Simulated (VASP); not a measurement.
Wanted: the native input for a VASP 6.6.1 run.

```
Task                               : single point
Functional                         : HSE06
Potentials or basis                : VASP PAW PBE potentials, release 64 (Ga_d, P)
Cutoff                             : 520 eV
k mesh                             : 4 × 4 × 4
Occupations                        : fermi-dirac, width 0.05 eV
Spin                               : no spin polarisation
Dipole correction                  : no
Grid for exact exchange (PRECFOCK) : Normal
Further INCAR settings             : ALGO = Normal; EDIFF = 1e-06; NBANDS = 16
Share of exact exchange            : 0.25
Screening parameter                : 0.2079 1/Å
```

Crystal: GaP (zinc blende type).

```
Ga P
1.0
     0.00000    2.67948    2.67948
     2.67948    0.00000    2.67948
     2.67948    2.67948    0.00000
Ga P
1 1
Direct
  0.00000 0.00000 0.00000
  0.25000 0.25000 0.25000
```

These files were run (other wordings do the same):

POSCAR

```
GaP
1.0
    0.0000000000      2.6794822162      2.6794822162
    2.6794822162      0.0000000000      2.6794822162
    2.6794822162      2.6794822162      0.0000000000
Ga P
1 1
Direct
    0.0000000000      0.0000000000      0.0000000000
    0.2500000000      0.2500000000      0.2500000000
```

INCAR.step1

```
PREC = Accurate ; ENCUT = 520
EDIFF = 1E-5 ; ISMEAR = -1
SIGMA = 0.05 ; LREAL = F
LASPH = T ; NELM = 80
ALGO = Normal ; ISIF = 2
LWAVE = T ; NBANDS = 16
GGA = PE
```

INCAR.step2

```
PREC = Accurate ; ENCUT = 520
EDIFF = 1E-6 ; ISMEAR = -1
SIGMA = 0.05 ; LREAL = F
LASPH = T ; NELM = 80
ALGO = Normal ; ISIF = 2
LWAVE = F ; LCHARG = T
GGA = PE ; LHFCALC = T
HFSCREEN = 0.2079 ; PRECFOCK = Normal
LELF = T ; LVHAR = T
NBANDS = 16 ; ISTART = 1
```

KPOINTS

```
regular mesh
0
Gamma
  4 4 4
```

Potentials or basis: VASP PAW PBE potentials, release 64 (Ga_d, P).

Launch:

```bash
$ cat potpaw_PBE.64/Ga_d/POTCAR potpaw_PBE.64/P/POTCAR > POTCAR
$ cp INCAR.step1 INCAR
$ mpirun -np 1 vasp_std > vasp.out
$ cp INCAR.step2 INCAR
$ mpirun -np 1 vasp_std > vasp.out
```

Results of the run:

The pressure is 6.2 GPa and the band gap on the k mesh is 2.20 eV (least direct gap 3.30 eV).

Caveat: the k points lie up to 0.51 Å⁻¹ apart; the PAW data sets were made with another functional, which shifts forces and pressure a little.

It took 8.9 min on 1 thread of Intel(R) Xeon(R) Platinum 8259CL CPU @ 2.50GHz (Skylake/Cascade Lake) (shared host), peak memory 0.27 GiB.
